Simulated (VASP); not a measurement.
Wanted: the native input for a VASP 6.6.1 run.

| Quantity | Value |
| --- | --- |
| Task | G0W0 quasiparticle levels |
| Functional | LDA |
| Potentials or basis | VASP PAW LDA potentials, release 64 (Ca_sv_GW, O_GW) |
| Cutoff | 500 eV |
| k mesh | 4 × 4 × 4 |
| Occupations | gaussian, width 0.01 eV |
| Spin | no spin polarisation |
| Dipole correction | no |
| GW scheme | G0W0 |
| GW iterations | 1 |
| Cutoff of the response function | 140 |
| Frequency points | 96 |
| Empty bands | 103 |
| Further INCAR settings | ALGO = EVGW0; EDIFF = 1e-08; NBANDS = 111 |

Crystal: CaO.

```
CELL_PARAMETERS angstrom
0.00000 2.39755 2.39755
2.39755 0.00000 2.39755
2.39755 2.39755 0.00000
ATOMIC_POSITIONS crystal
Ca 0.00000 0.00000 0.00000
O 0.50000 0.50000 0.50000
```

One way to write it, as run:

POSCAR

```
CaO
1.0
    0.0000000000      2.3975501260      2.3975501260
    2.3975501260      0.0000000000      2.3975501260
    2.3975501260      2.3975501260      0.0000000000
Ca O
1 1
Direct
    0.0000000000      0.0000000000      0.0000000000
    0.5000000000      0.5000000000      0.5000000000
```

INCAR.step1

```
SYSTEM = CaO
  PREC = Accurate
  ENCUT = 500
  EDIFF = 1E-8
  ISMEAR = 0
  SIGMA = 0.01
  LREAL = .FALSE.
  LASPH = .TRUE.
  NELM = 100
  ALGO = Normal
  LWAVE = .TRUE.
  LCHARG = .FALSE.
```

INCAR.step2

```
SYSTEM = CaO
  PREC = Accurate
  ENCUT = 500
  EDIFF = 1E-8
  ISMEAR = 0
  SIGMA = 0.01
  LREAL = .FALSE.
  LASPH = .TRUE.
  NELM = 1
  ALGO = Exact
  LWAVE = .TRUE.
  LCHARG = .FALSE.
  NBANDS = 111
  LOPTICS = .TRUE.
  ISTART = 1
```

INCAR.step3

```
SYSTEM = CaO
  PREC = Accurate
  ENCUT = 500
  EDIFF = 1E-8
  ISMEAR = 0
  SIGMA = 0.01
  LREAL = .FALSE.
  LASPH = .TRUE.
  ALGO = EVGW0
  LWAVE = .FALSE.
  LCHARG = .FALSE.
  NELMGW = 1
  NBANDS = 111
  ENCUTGW = 140.0
  NOMEGA = 96
  PRECFOCK = Fast
  ISTART = 1
  NBANDSGW = 16
  OMEGAMAX = 30
```

KPOINTS

```
Automatic mesh
0
G
  4 4 4
  0 0 0
```

Potentials or basis: VASP PAW LDA potentials, release 64 (Ca_sv_GW, O_GW).

Run with:

```sh
$ cat potpaw_LDA.64/Ca_sv_GW/POTCAR potpaw_LDA.64/O_GW/POTCAR > POTCAR
$ cp INCAR.step1 INCAR
$ mpirun -np 1 vasp_std > vasp.out
$ cp INCAR.step2 INCAR
$ mpirun -np 1 vasp_std > vasp.out
$ cp INCAR.step3 INCAR
$ mpirun -np 1 vasp_std > vasp.out
```

It gave:

```
Quasiparticle gap                                   : 5.85 eV
Least direct quasiparticle gap                      : 6.30 eV
Band gap of the starting levels on the mesh         : 3.47 eV
Least direct gap of the starting levels on the mesh : 3.85 eV
```

Caveat: the k points lie up to 0.57 Å⁻¹ apart; bands, screening cutoff and mesh are small and nothing is extrapolated, so the quasiparticle values aren't converged.

It took 42 s on 1 thread of Intel(R) Xeon(R) 6975P-C (Granite Rapids), on a shared host, peak memory 0.27 GiB.
